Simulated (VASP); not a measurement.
**Ga: relaxation of cell and atoms with LDA**

The system is Ga.

```xyz
1
Lattice="-1.6984 1.6984 1.6984 1.6984 -1.6984 1.6984 1.6984 1.6984 -1.6984" Properties=species:S:1:pos:R:3 pbc="T T T"
Ga    0.0000    0.0000    0.0000
```

This isn't the form of Ga at room conditions, which is orthorhombic.

```json
{
 "Program": "VASP 6.6.1",
 "Task": "relaxation of cell and atoms",
 "Functional": "LDA",
 "Potentials or basis": "VASP PAW LDA potentials, release 64 (Ga_d)",
 "Cutoff": "600 eV",
 "k mesh": "13 × 13 × 13",
 "Occupations": "fermi-dirac, width 0.1 eV",
 "Spin": "no spin polarisation",
 "Dipole correction": "no",
 "Further INCAR settings": "ALGO = Normal; EDIFF = 1e-07; IBRION = 2; EDIFFG = -0.01; NSW = 80; ISIF = 3"
}
```

```
Relaxed volume                        : 17.42 Å³/atom
Relaxed cell                          : a = 2.828 Å, b = 2.828 Å, c = 2.828 Å, α = 109.47°, β = 109.47°, γ = 109.47°
Space group after relaxing (to 0.1 Å) : Im-3m (No. 229)
Energy gained by relaxing             : 44.4 meV/atom
Ionic steps                           : 6
Pressure after relaxing               : 0.0 GPa
Band gap on the k mesh                : zero (an odd number of electrons rules out a gap without spin polarisation)
```

Step by step:
```csv
step,energy change (eV),largest force (eV/Å),pressure (GPa),volume (Å³)
1,0.0000,0.0000,-5.80,19.59
2,-0.0437,0.0000,-0.75,17.65
3,-0.0443,0.0000,-0.19,17.47
4,-0.0444,0.0000,0.13,17.40
5,-0.0444,0.0000,-0.17,17.44
6,-0.0444,0.0000,0.02,17.42
```

Final structure:
```xyz
1
Lattice="-1.6330 1.6330 1.6330 1.6330 -1.6330 1.6330 1.6330 1.6330 -1.6330" Properties=species:S:1:pos:R:3 pbc="T T T"
Ga    0.0000    0.0000    0.0000
```

Levels at points of the mesh, in eV from the Fermi level:
```tsv
k point	band 4	band 5	band 6	band 7	band 8	band 9
(0.00, 0.00, 0.00)	-14.89	-14.89	-11.69	13.36	13.36	13.36
```

It took 64 s on 1 thread of Intel Xeon 8259CL (shared host), peak memory 0.15 GiB.
